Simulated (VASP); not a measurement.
# Ba2O (antifluorite type) (Fm-3m) in VASP: further runs

Runs on Ba2O (antifluorite type). Level: PBE. Tasks: single point.

Everything below comes from runs of VASP 6.6.1. Logs are shortened: lines on timing, memory, paths and dates and some standing lists are left out, and cuts for length are marked.

### Step 1. The cell of the first run

It takes space group Fm-3m (No. 225, cubic). Conventional cell: a = 6.742 Å, b = 6.742 Å, c = 6.742 Å, α = 90.00°, β = 90.00°, γ = 90.00°. Ba (site symmetry -43m) has 4 O at 2.92 Å and 6 Ba at 3.37 Å within 3.8 Å. Within 3.8 Å of O (site symmetry m-3m) lie 8 Ba at 2.92 Å.

### Step 2. Single point, PBE

Contents of INCAR:

```
SYSTEM = Ba2O
ALGO = Normal
EDIFF = 1E-6
ENCUT = 520
GGA = PE
ISIF = 2
ISMEAR = -1
LASPH = .True.
LCHARG = .False.
LREAL = .False.
LWAVE = .False.
NBANDS = 20
NELM = 60
PREC = Accurate
SIGMA = 0.06122561905347299
```

Contents of KPOINTS:

```
k-points
0
Gamma
  28 28 28
  0 0 0
```

Contents of POSCAR:

```
Ba2O
1.0
    0.0000000000      3.3709919269      3.3709919269
    3.3709919269      0.0000000000      3.3709919269
    3.3709919269      3.3709919269      0.0000000000
Ba O
2 1
Direct
    0.2500000000      0.2500000000      0.2500000000
    0.7500000000      0.7500000000      0.7500000000
    0.0000000000      0.0000000000      0.0000000000
```

Potentials or basis: VASP PAW PBE potentials, release 64 (Ba_sv, O).

On the command line:

```sh
$ cat potpaw_PBE.64/Ba_sv/POTCAR potpaw_PBE.64/O/POTCAR > POTCAR
$ mpirun -np 1 vasp_std > vasp.out
```

OUTCAR:

```text
SYSTEM = Ba2O
   EDIFF = 1E-6
   ENCUT = 520
   GGA = PE
   ISIF = 2
   ISMEAR = -1
   LASPH = .True.
   LREAL = .False.
   NELM = 60
   PREC = Accurate

 ion  position               nearest neighbor table
   1  0.250  0.250  0.250-   3 2.92   3 2.92   3 2.92   3 2.92   2 3.37   2 3.37   2 3.37   2 3.37
                             2 3.37   2 3.37
   2  0.750  0.750  0.750-   3 2.92   3 2.92   3 2.92   3 2.92   1 3.37   1 3.37   1 3.37   1 3.37
                             1 3.37   1 3.37
   3  0.000  0.000  0.000-   2 2.92   2 2.92   2 2.92   1 2.92   1 2.92   1 2.92   2 2.92   1 2.92

  LATTYP: Found a face centered cubic cell.
 ALAT       =     6.7419838538

  Lattice vectors:

 A1 = (   0.0000000000,   3.3709919269,   3.3709919269)
 A2 = (   3.3709919269,   0.0000000000,   3.3709919269)
 A3 = (   3.3709919269,   3.3709919269,   0.0000000000)

Analysis of symmetry for initial positions (statically):
=====================================================================
 Subroutine PRICEL returns:
 Original cell was already a primitive cell.

 Routine SETGRP: Setting up the symmetry group for a
 face centered cubic supercell.

 Subroutine GETGRP returns: Found 48 space group operations
 (whereof 48 operations were pure point group operations)
 out of a pool of 48 trial point group operations.

The static configuration has the point symmetry O_h .

Analysis of symmetry for dynamics (positions and initial velocities):
=====================================================================
 Subroutine PRICEL returns:
 Original cell was already a primitive cell.

 Routine SETGRP: Setting up the symmetry group for a
 face centered cubic supercell.

 Subroutine GETGRP returns: Found 48 space group operations
 (whereof 48 operations were pure point group operations)
 out of a pool of 48 trial point group operations.

The dynamic configuration has the point symmetry O_h .

 Subroutine INISYM returns: Found 48 space group operations
 (whereof 48 operations are pure point group operations),
 and found     1 'primitive' translations

----------------------------------------------------------------------------------------

                                     Primitive cell

  volume of cell :      76.6131

  direct lattice vectors                    reciprocal lattice vectors
     0.000000000  3.370991927  3.370991927    -0.148324295  0.148324295  0.148324295
     3.370991927  0.000000000  3.370991927     0.148324295 -0.148324295  0.148324295
     3.370991927  3.370991927  0.000000000     0.148324295  0.148324295 -0.148324295

  length of vectors
[... 83 lines left out ...]
   NELM   =     60;   NELMIN=  2; NELMDL= -5     # of ELM steps
   EDIFF  = 0.1E-05   stopping-criterion for ELM
   LREAL  =      F    real-space projection
   EDIFFG = 0.1E-04   stopping-criterion for IOM
   NSW    =      0    number of steps for IOM
   IBRION =     -1    ionic relax: 0-MD 1-quasi-New 2-CG
   NFREE  =      0    steps in history (QN), initial steepest desc. (CG)
   ISIF   =      2    stress and relaxation
   ISYM   =      2    0-nonsym 1-usesym 2-fastsym
   POTIM  = 0.5000    time-step for ionic-motion
   TEBEG  =    0.0;   TEEND  =   0.0 temperature during run
   PSTRESS=    0.0 pullay stress
   NELECT =      26.0000    total number of electrons
   NUPDOWN=      -1.0000    fix difference up-down
   EMIN   =  10.00;   EMAX   =-10.00  energy-range for DOS
   EFERMI =   0.00;   METHOD = LEGACY
   ISMEAR =    -1;   SIGMA  =   0.06  broadening in eV -4-tet -1-fermi 0-gaus
   EFERMI_NEDOS =   21; number of points for ismear=-14 and -15
   IALGO  =     38    algorithm
   IMIX   =      4    mixing-type and parameters
     AMIX     =   0.40;   BMIX     =  1.00
     AMIX_MAG =   1.60;   BMIX_MAG =  1.00
  volume/ion in A,a.u.               =      25.54       172.34
  Fermi-wavevector in a.u.,A,eV,Ry     =   1.141909  2.157895 17.741407  1.303957
  Thomas-Fermi vector in A             =   2.278608
   LORBIT       =      0    0 simple, 1 ext, 2 COOP (PROOUT), +10 PAW based schemes
   GGA     = PE    functional components
   LHFCALC =     F    Hartree Fock is set to
   AEXX    =    0.0000 exact exchange contribution
   IVDW    =     0    specifies the selected vdW correction
   LEPSILON=     F    determine dielectric tensor
   LRPA    =     F    only Hartree local field effects (RPA)
 non-spin polarized calculation
  energy-cutoff  :      520.00
  volume of cell :       76.61
 maximum number of plane-waves:      2085
   NGX = 17   NGY = 17   NGZ = 17

 number of electron      26.0000004 magnetization

 Free energy of the ion-electron system (eV)
  ---------------------------------------------------
  ext. energy  EPLUGINS =         0.00000000
  ---------------------------------------------------
  free energy    TOTEN  =       -11.95442721 eV

  energy without entropy =      -11.92646368  energy(sigma->0) =      -11.94044544

 E-fermi :   4.4149     XC(G=0):  -9.7382

 val. band max:        4.4144226298   @ k =  -0.2143   0.1429   0.0000
 cond. band min:       4.4161603860   @ k =   0.3214   0.2500   0.0357
 fundamental gap:      0.0017377562
 Fermi energy:         4.4149220851

 k-point     1 :       0.0000    0.0000    0.0000
  band No.  band energies     occupation
      1     -24.7621      2.00000
      2     -23.8246      2.00000
      3     -13.1906      2.00000
      4     -10.2779      2.00000
      5     -10.2779      2.00000
      6     -10.2779      2.00000
[... 541 lines left out ...]
     19       9.9896      0.00000
     20      10.0344      0.00000

 [... further k-points ...]

------------------------ aborting loop because EDIFF is reached ----------------------------------------

  FORCE on cell =-STRESS in cart. coord.  units (eV):
  Direction    XX          YY          ZZ          XY          YZ          ZX
  --------------------------------------------------------------------------------------
  -------------------------------------------------------------------------------------
  Total        1.6091702      1.6091702      1.6091702     -0.0000000     -0.0000000     -0.0000000
  in kB       33.6518881     33.6518881     33.6518881     -0.0000000     -0.0000000     -0.0000000
  external PRESSURE =      33.6518881 kB  Pullay stress =       0.0000000 kB

 VOLUME and BASIS-vectors are now :
 -----------------------------------------------------------------------------
  energy-cutoff  :      520.00
  volume of cell :       76.61
      direct lattice vectors                 reciprocal lattice vectors
     0.000000000  3.370991927  3.370991927    -0.148324295  0.148324295  0.148324295
     3.370991927  0.000000000  3.370991927     0.148324295 -0.148324295  0.148324295
     3.370991927  3.370991927  0.000000000     0.148324295  0.148324295 -0.148324295

 POSITION                                       TOTAL-FORCE (eV/Angst)
 -----------------------------------------------------------------------------------
      1.68550      1.68550      1.68550         0.000000      0.000000      0.000000
      5.05649      5.05649      5.05649        -0.000000     -0.000000     -0.000000
      0.00000      0.00000      0.00000         0.000000     -0.000000     -0.000000
 -----------------------------------------------------------------------------------
    total drift:                                0.000000      0.000000      0.000000

  FREE ENERGIE OF THE ION-ELECTRON SYSTEM (eV)
  ---------------------------------------------------
  free  energy   TOTEN  =       -11.9544272062 eV

  energy  without entropy=      -11.9264636817  energy(sigma->0) =      -11.94044544
```

OSZICAR:

```text
N       E                     dE             d eps       ncg     rms          rms(c)
DAV:   1     0.160371551986E+03    0.16037E+03   -0.12115E+04 24960   0.117E+03
DAV:   2    -0.652961105363E+01   -0.16690E+03   -0.16267E+03 36824   0.233E+02
DAV:   3    -0.142030939098E+02   -0.76735E+01   -0.75852E+01 31864   0.506E+01
DAV:   4    -0.143473104102E+02   -0.14422E+00   -0.14377E+00 37192   0.548E+00
DAV:   5    -0.143489567420E+02   -0.16463E-02   -0.16456E-02 31860   0.514E-01    0.101E+01
DAV:   6    -0.123492571633E+02    0.19997E+01   -0.17553E+01 27044   0.175E+01    0.770E+00
DAV:   7    -0.120161284245E+02    0.33313E+00   -0.23347E+00 28564   0.694E+00    0.264E+00
DAV:   8    -0.119527540984E+02    0.63374E-01   -0.24308E-01 28716   0.327E+00    0.696E-01
DAV:   9    -0.119539706660E+02   -0.12166E-02   -0.18549E-02 32572   0.850E-01    0.183E-01
DAV:  10    -0.119547513717E+02   -0.78071E-03   -0.45893E-03 30412   0.407E-01    0.113E-01
DAV:  11    -0.119544346109E+02    0.31676E-03   -0.18129E-03 30136   0.206E-01    0.175E-02
DAV:  12    -0.119544579190E+02   -0.23308E-04   -0.30947E-04 29776   0.731E-02    0.342E-02
DAV:  13    -0.119544266090E+02    0.31310E-04   -0.15183E-04 30204   0.603E-02    0.260E-03
DAV:  14    -0.119544272062E+02   -0.59715E-06   -0.77156E-06 30992   0.159E-02
   1 F= -.11954427E+02 E0= -.11940445E+02  d E =-.279635E-01
```

It took 11 min on 1 thread of Oxide Virtual Turin-like, shared host; peak memory 0.84 GiB.

Results:

| Property | Result |
| --- | --- |
| Free energy | -11.9544 eV |
| Pressure | 3.4 GPa |
| Band gap on the k mesh | zero (bands 13 and 14 overlap by 0.68 eV) |

Levels at points of the mesh, in eV from the Fermi level:
```csv
k point,band 10,band 11,band 12,band 13,band 14,band 15,band 16,band 17
"(0.00, 0.00, 0.00)",-4.29,-4.29,-4.29,-1.01,-0.58,-0.58,1.91,1.91
"(0.50, 0.00, 0.00)",-3.60,-3.60,-3.29,0.06,1.88,1.88,3.36,3.53
"(0.50, 0.50, 0.00)",-3.97,-3.20,-3.20,-1.29,0.39,1.27,2.04,4.01
```

Caveat: the cell stands under pressure; spin-orbit coupling is left out, which moves the levels of the heavy elements.

### Step 3. Single point, PBE

This run uses another cell than the first one, of 27.67 Å³/atom.

Contents of INCAR:

```
SYSTEM = Ba2O
PREC = Accurate
ENCUT = 520
EDIFF = 1E-7
ISMEAR = -1
SIGMA = 0.06122561905347299
LREAL = .FALSE.
LASPH = .TRUE.
NELM = 100
ALGO = Normal
ISIF = 2
LWAVE = .FALSE.
LCHARG = .FALSE.
GGA = PE
NBANDS = 20
```

Contents of KPOINTS:

```
regular mesh
0
G
  28 28 28
  0 0 0
```

Contents of POSCAR:

```
Ba2O
1.0
    0.0000000000      3.4621436316      3.4621436316
    3.4621436316      0.0000000000      3.4621436316
    3.4621436316      3.4621436316      0.0000000000
Ba O
2 1
Direct
    0.2500000000      0.2500000000      0.2500000000
    0.7500000000      0.7500000000      0.7500000000
    0.0000000000      0.0000000000      0.0000000000
```

Potentials or basis: VASP PAW PBE potentials, release 64 (Ba_sv, O).

On the command line:

```sh
$ cat potpaw_PBE.64/Ba_sv/POTCAR potpaw_PBE.64/O/POTCAR > POTCAR
$ mpirun -np 1 vasp_std > vasp.out
```

It took 12 min on 1 thread of Oxide Virtual Turin-like, shared host; peak memory 0.9 GiB.

Results (log left out):

| Item | Value |
| --- | --- |
| Free energy | -12.0189 eV |
| Pressure | 0.0 GPa |
| Band gap on the k mesh | zero (bands 13 and 14 overlap by 0.51 eV) |

Levels at points of the mesh, in eV from the Fermi level:
```csv
k point,band 11,band 12,band 13,band 14,band 15,band 16
"(0.00, 0.00, 0.00)",-3.95,-3.95,-1.19,-0.44,-0.44,1.79
"(0.50, 0.00, 0.00)",-3.37,-3.15,0.06,1.80,1.80,2.93
"(0.50, 0.50, 0.00)",-3.01,-3.01,-1.15,0.44,1.14,1.78
```

Caveat: spin-orbit coupling is left out, which moves the levels of the heavy elements.

### Step 4. Single point, PBE

This run uses another cell than the first one, of 26.60 Å³/atom.

Changes to INCAR since step 3:

```diff
@@ -3,3 +3,3 @@
 ENCUT = 520
-EDIFF = 1E-7
+EDIFF = 1E-6
 ISMEAR = -1
@@ -8,3 +8,3 @@
 LASPH = .TRUE.
-NELM = 100
+NELM = 80
 ALGO = Normal
```

KPOINTS is that of step 3.

Contents of POSCAR:

```
Ba2O
1.0
    0.0000000000      3.4171756375      3.4171756375
    3.4171756375      0.0000000000      3.4171756375
    3.4171756375      3.4171756375      0.0000000000
Ba O
2 1
Direct
    0.2500000000      0.2500000000      0.2500000000
    0.7500000000      0.7500000000      0.7500000000
    0.0000000000      0.0000000000      0.0000000000
```

On the command line:

```sh
$ cat potpaw_PBE.64/Ba_sv/POTCAR potpaw_PBE.64/O/POTCAR > POTCAR
$ mpirun -np 1 vasp_std > vasp.out
```

It took 22 min on 1 thread of Oxide Virtual Turin-like, shared host; peak memory 0.88 GiB.

The run converged. Its results:

```yaml
Free_energy: -12.0033 eV
Pressure: 1.5 GPa
Band_gap_on_the_k_mesh: zero (bands 13 and 14 overlap by 0.59 eV)
```

Levels at points of the mesh, in eV from the Fermi level:
```csv
k point,band 10,band 11,band 12,band 13,band 14,band 15,band 16,band 17
"(0.00, 0.00, 0.00)",-4.11,-4.11,-4.11,-1.11,-0.51,-0.51,1.85,1.85
"(0.50, 0.00, 0.00)",-3.48,-3.48,-3.22,0.06,1.84,1.84,3.14,3.38
"(0.50, 0.50, 0.00)",-3.85,-3.10,-3.10,-1.22,0.41,1.20,1.90,3.88
```

Caveat: spin-orbit coupling is left out, which moves the levels of the heavy elements.

### Step 5. Overview

| cell | gap on the mesh (eV) | pressure (GPa) |
| --- | --- | --- |
| a = 4.767 Å, angles 60.0°, 3 atoms | none | 3.4 |
| a = 4.896 Å, angles 60.0°, 3 atoms | none | 0.0 |
| a = 4.833 Å, angles 60.0°, 3 atoms | none | 1.5 |

Alike in all rows: task single point; level PBE; potentials or basis VASP PAW PBE potentials, release 64 (Ba_sv, O); no spin polarisation; k mesh 28 × 28 × 28; cutoff (eV) 520; smearing fermi-dirac 0.0612256 eV.

Caveats: spin-orbit coupling is left out, which moves the levels of the heavy elements; the cell stands under pressure (at least some runs).

Absolute energies hang on the potentials; compare differences alone.
